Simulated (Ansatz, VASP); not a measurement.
## WSe2: VASP beside Ansatz

```
W Se
1.0
     3.27106    0.00000    0.00000
    -1.63553    2.83282    0.00000
     0.00000    0.00000   13.22497
W Se
2 4
Direct
  0.33333 0.66667 0.25000
  0.66667 0.33333 0.75000
  0.33333 0.66667 0.62341
  0.66667 0.33333 0.12341
  0.33333 0.66667 0.87659
  0.66667 0.33333 0.37659
```

Alike in both runs: functional PBEsol; k mesh 12 × 12 × 2; occupations fermi-dirac, width 0.02 eV; no spin polarisation.

Ansatz relaxed the structure, and its values are those at the end. VASP's run is a single point on that final structure, the one shown.

|  | VASP | Ansatz |
| --- | --- | --- |
| version | VASP 6.6.1 | Ansatz 0.2.0 |
| potentials or method | VASP PAW PBE potentials, release 64 (W_sv, Se), cutoff 520 eV | PAW plane waves |
| valence electrons in the cell | 52 | 92 |

|  | VASP | Ansatz | Ansatz less VASP |
| --- | --- | --- | --- |
| gap on the k mesh at the Fermi level (eV) | 1.04 | 1.04 | +0.005 |
| pressure (GPa) | 0.4 | 0.0 | -0.42 |
| rms of the force components (eV/Å) | 0.029 | 0.000 | -0.0289 |

VASP's potentials were made for PBE, not for PBEsol, and Ansatz warns of the same on its side. VASP's potentials hold 52 valence electrons a cell and Ansatz's 92, so a difference there can come from the potentials and not from the codes.

Spin-orbit coupling is off throughout.
